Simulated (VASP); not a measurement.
# BN (CsCl type) (Pm-3m) in VASP: notebook, part 2 of 2

VASP 6.6.1. The steps go on from the part before.

**4. Relaxation of cell and atoms, PBE, target pressure 32 GPa, at which the enthalpy is minimised**

This run uses another cell than the first one, of 4.69 Å³/atom, 0.835 times its volume.

Input file INCAR:

```
  PREC = Accurate
  ENCUT = 600
  EDIFF = 1E-6
  ISMEAR = -1
  SIGMA = 0.1
  LREAL = False
  LASPH = True
  NELM = 80
  ALGO = Normal
  ISIF = 3
  LWAVE = False
  LCHARG = False
  GGA = PE
  IBRION = 2
  NSW = 60
  EDIFFG = -0.005
  PSTRESS = 320.0
```

Input file KPOINTS:

```
Automatic mesh
0
Gamma
  14 14 14
```

Input file POSCAR:

```
BN
1.0
    2.1096852277      0.0000000000      0.0000000000
    0.0000000000      2.1096852277      0.0000000000
    0.0000000000      0.0000000000      2.1096852277
B N
1 1
Direct
    0.0000000000      0.0000000000      0.0000000000
    0.5000000000      0.5000000000      0.5000000000
```

Potentials or basis: VASP PAW PBE potentials, release 64 (B, N).

Run with:

```
> cat potpaw_PBE.64/B/POTCAR potpaw_PBE.64/N/POTCAR > POTCAR
> mpirun -np 1 vasp_std > vasp.out
```

OUTCAR:

```text
PREC = Accurate
   ENCUT = 600
   EDIFF = 1E-6
   ISMEAR = -1
   LREAL = False
   LASPH = True
   NELM = 80
   ISIF = 3
   GGA = PE
   IBRION = 2
   NSW = 60
   EDIFFG = -0.005
   PSTRESS = 320.0

 ion  position               nearest neighbor table
   1  0.000  0.000  0.000-   2 1.83   2 1.83   2 1.83   2 1.83   2 1.83   2 1.83   2 1.83   2 1.83

   2  0.500  0.500  0.500-   1 1.83   1 1.83   1 1.83   1 1.83   1 1.83   1 1.83   1 1.83   1 1.83

  LATTYP: Found a simple cubic cell.
 ALAT       =     2.1096852277

  Lattice vectors:

 A1 = (   2.1096852277,   0.0000000000,   0.0000000000)
 A2 = (   0.0000000000,   2.1096852277,   0.0000000000)
 A3 = (   0.0000000000,   0.0000000000,   2.1096852277)

Analysis of symmetry for initial positions (statically):
=====================================================================
 Subroutine PRICEL returns:
 Original cell was already a primitive cell.

 Routine SETGRP: Setting up the symmetry group for a
 simple cubic supercell.

 Subroutine GETGRP returns: Found 48 space group operations
 (whereof 48 operations were pure point group operations)
 out of a pool of 48 trial point group operations.

The static configuration has the point symmetry O_h .

Analysis of symmetry for dynamics (positions and initial velocities):
=====================================================================
 Subroutine PRICEL returns:
 Original cell was already a primitive cell.

 Routine SETGRP: Setting up the symmetry group for a
 simple cubic supercell.

 Subroutine GETGRP returns: Found 48 space group operations
 (whereof 48 operations were pure point group operations)
 out of a pool of 48 trial point group operations.

The dynamic configuration has the point symmetry O_h .

 Subroutine INISYM returns: Found 48 space group operations
 (whereof 48 operations are pure point group operations),
 and found     1 'primitive' translations

----------------------------------------------------------------------------------------
[... 130 lines left out ...]
   NGX =  9   NGY =  9   NGZ =  9

--------------------------------------- Ionic step        1  -------------------------------------------

 number of electron       8.0000001 magnetization

 Free energy of the ion-electron system (eV)
  ---------------------------------------------------
  ext. energy  EPLUGINS =         0.00000000
  ---------------------------------------------------
  free energy    TOTEN  =        -9.07561555 eV

  energy without entropy =       -9.05652642  energy(sigma->0) =       -9.06607098

------------------------ aborting loop because EDIFF is reached ----------------------------------------

  FORCE on cell =-STRESS in cart. coord.  units (eV):
  Direction    XX          YY          ZZ          XY          YZ          ZX
  --------------------------------------------------------------------------------------
  -------------------------------------------------------------------------------------
  Total        7.2826409      7.2826409      7.2826409     -0.0000000      0.0000000     -0.0000000
  in kB     1242.6433354   1242.6433354   1242.6433354     -0.0000000      0.0000000     -0.0000000
  external PRESSURE =     922.6433354 kB  Pullay stress =     320.0000000 kB
[... 25 lines left out ...]
--------------------------------------- Ionic step        2  -------------------------------------------

 number of electron       7.9999999 magnetization

 E-fermi :   7.9063     XC(G=0): -12.7814

 val. band max:        7.8538710071   @ k =   0.4286   0.3571   0.2857
 cond. band min:       7.9273525514   @ k =   0.4286   0.4286   0.1429
 fundamental gap:      0.0734815443
 Fermi energy:         7.9063082627

 k-point     1 :       0.0000    0.0000    0.0000
  band No.  band energies     occupation
      1     -12.1304      2.00000
      2       6.0161      2.00000
      3       6.0161      2.00000
      4       6.0161      2.00000
      5       8.4701      0.00709
      6      18.1023      0.00000
      7      18.1023      0.00000
      8      18.1023      0.00000
[... 324 lines left out ...]
  energy  without entropy=       -9.8933818828  energy(sigma->0) =       -9.90580517

  enthalpy is  TOTEN    =        -7.6617715031 eV   P V=        2.2564569589

[... ionic steps 4 to 16 ...]

--------------------------------------- Ionic step       17  -------------------------------------------

 number of electron       8.0000001 magnetization

------------------------ aborting loop because EDIFF is reached ----------------------------------------
[... 71 lines left out ...]
--------------------------------------- Ionic step       19  -------------------------------------------

 number of electron       8.0000001 magnetization

 Free energy of the ion-electron system (eV)
  ---------------------------------------------------
  ext. energy  EPLUGINS =         0.00000000
  ---------------------------------------------------
  free energy    TOTEN  =        -9.90704174 eV

  energy without entropy =       -9.88231629  energy(sigma->0) =       -9.89467902

 E-fermi :  10.5247     XC(G=0): -13.6855

 val. band max:       10.5032968838   @ k =   0.5000   0.2857   0.0000
 cond. band min:      10.5798629377   @ k =   0.5000   0.2857   0.0714
 fundamental gap:      0.0765660539
 Fermi energy:        10.5247183842

 k-point     1 :       0.0000    0.0000    0.0000
  band No.  band energies     occupation
      1     -12.0365      2.00000
      2       8.1615      2.00000
      3       8.1615      2.00000
      4       8.1615      2.00000
      5      13.3881      0.00000
      6      22.6759      0.00000
      7      22.6759      0.00000
      8      22.6759      0.00000
[... 286 lines left out ...]
  energy  without entropy=       -9.8823162936  energy(sigma->0) =       -9.89467902

  enthalpy is  TOTEN    =        -7.6621126235 eV   P V=        2.2449291135

 reached required accuracy - stopping structural energy minimisation
```

OSZICAR:

```text
N       E                     dE             d eps       ncg     rms          rms(c)
DAV:   1     0.194973686680E+02    0.19497E+02   -0.58121E+03  1928   0.115E+03
DAV:   2    -0.927869632303E+01   -0.28776E+02   -0.27435E+02  2720   0.194E+02
DAV:   3    -0.953515731472E+01   -0.25646E+00   -0.24938E+00  1992   0.197E+01
DAV:   4    -0.953548730609E+01   -0.32999E-03   -0.32982E-03  2272   0.574E-01
[... 100 lines left out ...]
       N       E                     dE             d eps       ncg     rms          rms(c)
DAV:   1    -0.990707942846E+01    0.30818E-02   -0.10197E-03  1968   0.319E-01    0.479E-02
DAV:   2    -0.990704714558E+01    0.32283E-04   -0.28035E-04  2048   0.109E-01    0.141E-02
DAV:   3    -0.990704264993E+01    0.44956E-05   -0.19108E-05  1960   0.320E-02    0.677E-03
DAV:   4    -0.990704173700E+01    0.91294E-06   -0.11577E-06  1128   0.106E-02
  19 F= -.76621126E+01 E0= -.76497499E+01  d E =-.743046E-04
```

CONTCAR:

```text
BN
   1.00000000000000
     2.2400329778165196    0.0000000000000001    0.0000000000000000
    -0.0000000000000001    2.2400329778165200    0.0000000000000001
     0.0000000000000001    0.0000000000000001    2.2400329778165196
  B               N
     1     1
Direct
     0.0000000000000000    0.0000000000000000    0.0000000000000000
     0.5000000000000000    0.5000000000000000    0.5000000000000000

  0.00000000E+00  0.00000000E+00  0.00000000E+00
  0.00000000E+00  0.00000000E+00  0.00000000E+00
```

It took 31 s on 1 thread of Intel Xeon Platinum 8488C (Sapphire Rapids), shared host; peak memory 0.12 GiB.

Results:

| Quantity | Value |
| --- | --- |
| Free energy | -9.9070 eV |
| Relaxed volume | 5.62 Å³/atom |
| Relaxed cell | a = 2.240 Å, b = 2.240 Å, c = 2.240 Å, α = 90.00°, β = 90.00°, γ = 90.00° |
| Space group after relaxing (to 0.05 Å) | Pm-3m (No. 221) |
| Energy change on relaxing (the enthalpy is what falls) | -415.7 meV/atom |
| Ionic steps | 19 |
| Pressure after relaxing | 32.0 GPa |
| Band gap on the k mesh | zero (band 4 reaches 11.55 eV, above the bottom of band 5 at 7.99 eV) |

The path:
```csv
step,energy change (eV),largest force (eV/Å),pressure (GPa),volume (Å³)
1,0.0000,0.0000,124.26,9.39
2,-0.8829,0.0000,-17.32,13.56
3,-0.8426,0.0000,30.13,11.30
4,-0.8333,0.0000,31.68,11.25
5,-0.8254,0.0000,32.97,11.21
6,-0.8255,0.0000,32.95,11.21
7,-0.8259,0.0000,32.88,11.21
8,-0.8259,0.0000,32.89,11.21
9,-0.8259,0.0000,32.89,11.21
10,-0.8259,0.0000,32.88,11.21
11,-0.8260,0.0000,32.88,11.21
12,-0.8260,0.0000,32.87,11.21
13,-0.8262,0.0000,32.84,11.21
14,-0.8264,0.0000,32.79,11.22
15,-0.8270,0.0000,32.72,11.22
16,-0.8281,0.0000,32.55,11.22
17,-0.8303,0.0000,32.19,11.23
18,-0.8345,0.0000,31.48,11.26
19,-0.8314,0.0000,31.97,11.24
```

Final structure:
```yaml
crystal:
  lattice:
    - [2.24003, 0.00000, 0.00000]
    - [0.00000, 2.24003, 0.00000]
    - [0.00000, 0.00000, 2.24003]
  atoms:
    - { symbol: B, position: [0.00000, 0.00000, 0.00000] }
    - { symbol: N, position: [0.50000, 0.50000, 0.50000] }
```

Caveat: the cell is relaxed towards a set pressure, so the enthalpy falls and the energy may rise; the volume moved by over 15 % at a fixed basis, so the end points are rough.

**5. Relaxation of cell and atoms, PBE, target pressure 32 GPa, at which the enthalpy is minimised**

Input file INCAR:

```
SYSTEM = BN
PREC     = Accurate       ! precision mode
ENCUT    = 600            ! plane-wave cutoff, eV
EDIFF    = 1E-7           ! SCF threshold, eV
ISMEAR   = -1             ! smearing method
SIGMA    = 0.1            ! smearing width, eV
LREAL    = .FALSE.        ! projectors in reciprocal space
LASPH    = .TRUE.         ! aspherical terms in the spheres
NELM     = 80             ! most SCF steps
ALGO     = Normal         ! electronic algorithm
ISIF     = 3              ! what is computed and relaxed
LWAVE    = .FALSE.        ! write WAVECAR
LCHARG   = .FALSE.        ! write CHGCAR
GGA      = PE             ! functional
IBRION   = 2              ! ionic algorithm
NSW      = 32             ! ionic steps
EDIFFG   = -0.005         ! ionic threshold
PSTRESS  = 320.0
```

Input file KPOINTS:

```
regular mesh
0
G
  14 14 14
  0 0 0
```

Input file POSCAR:

```
BN
1.0
    2.2402587192      0.0000000000      0.0000000000
    0.0000000000      2.2402587192      0.0000000000
    0.0000000000      0.0000000000      2.2402587192
B N
1 1
Direct
    0.0000000000      0.0000000000      0.0000000000
    0.5000000000      0.5000000000      0.5000000000
```

Potentials or basis: VASP PAW PBE potentials, release 64 (B, N).

Run with:

```
> cat potpaw_PBE.64/B/POTCAR potpaw_PBE.64/N/POTCAR > POTCAR
> mpirun -np 1 vasp_std > vasp.out
```

OUTCAR:

```text
SYSTEM = BN
   PREC = Accurate
   ENCUT = 600
   EDIFF = 1E-7
   ISMEAR = -1
   LREAL = .FALSE.
   LASPH = .TRUE.
   NELM = 80
   ISIF = 3
   GGA = PE
   IBRION = 2
   NSW = 32
   EDIFFG = -0.005
   PSTRESS = 320.0

 ion  position               nearest neighbor table
   1  0.000  0.000  0.000-   2 1.94   2 1.94   2 1.94   2 1.94   2 1.94   2 1.94   2 1.94   2 1.94

   2  0.500  0.500  0.500-   1 1.94   1 1.94   1 1.94   1 1.94   1 1.94   1 1.94   1 1.94   1 1.94

  LATTYP: Found a simple cubic cell.
 ALAT       =     2.2402587192

  Lattice vectors:

 A1 = (   2.2402587192,   0.0000000000,   0.0000000000)
 A2 = (   0.0000000000,   2.2402587192,   0.0000000000)
 A3 = (   0.0000000000,   0.0000000000,   2.2402587192)

Analysis of symmetry for initial positions (statically):
=====================================================================
 Subroutine PRICEL returns:
 Original cell was already a primitive cell.

 Routine SETGRP: Setting up the symmetry group for a
 simple cubic supercell.

 Subroutine GETGRP returns: Found 48 space group operations
 (whereof 48 operations were pure point group operations)
 out of a pool of 48 trial point group operations.

The static configuration has the point symmetry O_h .

Analysis of symmetry for dynamics (positions and initial velocities):
=====================================================================
 Subroutine PRICEL returns:
 Original cell was already a primitive cell.

 Routine SETGRP: Setting up the symmetry group for a
 simple cubic supercell.

 Subroutine GETGRP returns: Found 48 space group operations
 (whereof 48 operations were pure point group operations)
 out of a pool of 48 trial point group operations.

The dynamic configuration has the point symmetry O_h .

 Subroutine INISYM returns: Found 48 space group operations
 (whereof 48 operations are pure point group operations),
 and found     1 'primitive' translations

----------------------------------------------------------------------------------------
[... 121 lines left out ...]
   IVDW    =     0    specifies the selected vdW correction
   LEPSILON=     F    determine dielectric tensor
   LRPA    =     F    only Hartree local field effects (RPA)
 conjugate gradient relaxation of ions
 non-spin polarized calculation
  energy-cutoff  :      600.00
  volume of cell :       11.24
 maximum number of plane-waves:       389
 NGX is ok and might be reduce to    18
   NGX =  9   NGY =  9   NGZ =  9

--------------------------------------- Ionic step        1  -------------------------------------------

 number of electron       8.0000001 magnetization

 Free energy of the ion-electron system (eV)
  ---------------------------------------------------
  ext. energy  EPLUGINS =         0.00000000
  ---------------------------------------------------
  free energy    TOTEN  =        -9.91275681 eV

  energy without entropy =       -9.88802764  energy(sigma->0) =       -9.90039223

------------------------ aborting loop because EDIFF is reached ----------------------------------------

  FORCE on cell =-STRESS in cart. coord.  units (eV):
  Direction    XX          YY          ZZ          XY          YZ          ZX
  --------------------------------------------------------------------------------------
  -------------------------------------------------------------------------------------
  Total        2.2181494      2.2181494      2.2181494     -0.0000000     -0.0000000      0.0000000
  in kB      316.0871533    316.0871533    316.0871533     -0.0000000     -0.0000000      0.0000000
  external PRESSURE =      -3.9128467 kB  Pullay stress =     320.0000000 kB
[... 63 lines left out ...]
--------------------------------------- Ionic step        3  -------------------------------------------

 number of electron       8.0000001 magnetization

 Free energy of the ion-electron system (eV)
  ---------------------------------------------------
  ext. energy  EPLUGINS =         0.00000000
  ---------------------------------------------------
  free energy    TOTEN  =        -9.91045214 eV

  energy without entropy =       -9.88574771  energy(sigma->0) =       -9.89809992

 E-fermi :  10.5354     XC(G=0): -13.6894

 val. band max:       10.5146486468   @ k =   0.5000   0.2857   0.0000
 cond. band min:      10.5911542594   @ k =   0.5000   0.2857   0.0714
 fundamental gap:      0.0765056126
 Fermi energy:        10.5354482862

 k-point     1 :       0.0000    0.0000    0.0000
  band No.  band energies     occupation
      1     -12.0371      2.00000
      2       8.1701      2.00000
      3       8.1701      2.00000
      4       8.1701      2.00000
      5      13.4089      0.00000
      6      22.6950      0.00000
      7      22.6950      0.00000
      8      22.6950      0.00000
[... 243 lines left out ...]
 k-point    24 :       0.3571    0.2143    0.0000
  band No.  band energies     occupation
      1      -8.2354      2.00000
      2      -0.0693      2.00000
      3       5.5386      2.00000
      4      10.9290      0.03832
      5      14.1257      0.00000
      6      17.4973      0.00000
      7      19.4153      0.00000
      8      20.3997      0.00000

 [... further k-points ...]
[... 5 lines left out ...]
  --------------------------------------------------------------------------------------
  -------------------------------------------------------------------------------------
  Total        2.2431877      2.2431877      2.2431877      0.0000000     -0.0000000      0.0000000
  in kB      319.9855081    319.9855081    319.9855081      0.0000000     -0.0000000      0.0000000
  external PRESSURE =      -0.0144919 kB  Pullay stress =     320.0000000 kB
[... 21 lines left out ...]
  energy  without entropy=       -9.8857477063  energy(sigma->0) =       -9.89809992

  enthalpy is  TOTEN    =        -7.6671628722 eV   P V=        2.2432892706

 reached required accuracy - stopping structural energy minimisation
```

CONTCAR:

```text
BN
   1.00000000000000
     2.2394874228208432    0.0000000000000000    0.0000000000000000
    -0.0000000000000000    2.2394874228208432   -0.0000000000000000
    -0.0000000000000000   -0.0000000000000000    2.2394874228208437
  B               N
     1     1
Direct
     0.0000000000000000    0.0000000000000000    0.0000000000000000
     0.5000000000000000    0.5000000000000000    0.5000000000000000

  0.00000000E+00  0.00000000E+00  0.00000000E+00
  0.00000000E+00  0.00000000E+00  0.00000000E+00
```

It took 9.7 s on 1 thread of Intel Xeon Platinum 8488C (Sapphire Rapids), shared host; peak memory 0.12 GiB.

What came out:

```yaml
Free_energy: -9.9105 eV
Relaxed_volume: 5.62 Å³/atom
Relaxed_cell: a = 2.239 Å, b = 2.239 Å, c = 2.239 Å, α = 90.00°, β = 90.00°, γ = 90.00°
Space_group_after_relaxing_to_0.05_Å: Pm-3m (No. 221)
Energy_change_on_relaxing_the_enthalpy_is_what_falls: +1.2 meV/atom
Ionic_steps: 3
Pressure_after_relaxing: 32.0 GPa
Band_gap_on_the_k_mesh: zero (band 4 reaches 11.56 eV, above the bottom of band 5 at 8.00 eV)
```

Step by step:
| step | energy change (eV) | largest force (eV/Å) | pressure (GPa) | volume (Å³) |
| --- | --- | --- | --- | --- |
| 1 | 0.0000 | 0.0000 | 31.61 | 11.24 |
| 2 | 0.0045 | 0.0000 | 32.35 | 11.22 |
| 3 | 0.0023 | 0.0000 | 32.00 | 11.23 |

Final structure:
```
B N
1.0
     2.23949    0.00000    0.00000
     0.00000    2.23949    0.00000
     0.00000    0.00000    2.23949
B N
1 1
Direct
  0.00000 0.00000 0.00000
  0.50000 0.50000 0.50000
```

Caveat: the cell is relaxed towards a set pressure, so the enthalpy falls and the energy may rise.

**6. The runs side by side**

| task | cell | cutoff (eV) | gap on the mesh (eV) | pressure (GPa) |
| --- | --- | --- | --- | --- |
| single point | a = 2.240 Å, 2 atoms | 520 | none | 32.0 |
| relaxation of cell and atoms | relaxed to 32 GPa from a = 2.110 Å, 2 atoms | 600 | none | 32.0 |
| relaxation of cell and atoms | relaxed to 32 GPa from a = 2.240 Å, 2 atoms | 600 | none | 32.0 |

Alike in all rows: level PBE; potentials or basis VASP PAW PBE potentials, release 64 (B, N); no spin polarisation; k mesh 14 × 14 × 14; smearing fermi-dirac 0.1 eV.

Caveats: the cell is relaxed towards a set pressure, so the enthalpy falls and the energy may rise (some runs); the volume moved by over 15 % at a fixed basis, so the end points are rough (some runs).

Total energies depend on the potentials used, so only differences within one code and one set of settings carry meaning.
